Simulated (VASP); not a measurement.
Here is a VASP 6.6.1 calculation.

INCAR

```
SYSTEM = MgO
  ALGO = Normal
  EDIFF = 1E-7
  ENCUT = 520
  GGA = PE
  ISIF = 2
  ISMEAR = -1
  LASPH = .TRUE.
  LCHARG = .FALSE.
  LREAL = .FALSE.
  LWAVE = .FALSE.
  NBANDS = 16
  NELM = 80
  PREC = Accurate
  SIGMA = 0.05
```

The input KPOINTS:

```
k-points
0
G
  9 9 7
  0 0 0
```

POSCAR

```
MgO
1.0
    3.4863778627      0.0000000000      0.0000000000
   -1.7431889314      3.0192917963      0.0000000000
    0.0000000000      0.0000000000      4.1780412200
Mg O
2 2
Direct
    0.3189910000      0.6636540000      0.2681400000
    0.6725930000      0.3261190000      0.7382760000
    0.3403090000      0.6712600000      0.7406080000
    0.6725670000      0.3273320000      0.2535890000
```

Potentials or basis: VASP PAW PBE potentials, release 64 (Mg, O).

Run with:

```sh
$ cat potpaw_PBE.64/Mg/POTCAR potpaw_PBE.64/O/POTCAR > POTCAR
$ mpirun -np 1 vasp_std > vasp.out
```

(1) Predict the pressure.

(2) What does it give for the band gap on the k mesh?

Results:

(1) 5.5 GPa.

(2) 3.45 eV.

Caveat: the cell differs from its parent crystal (atoms moved at random); the cell stands under pressure; an odd mesh through Γ misses points on the zone boundary, where band edges can lie; forces of over 1 eV/Å act on the atoms, so gaps and moduli don't describe the material at rest.
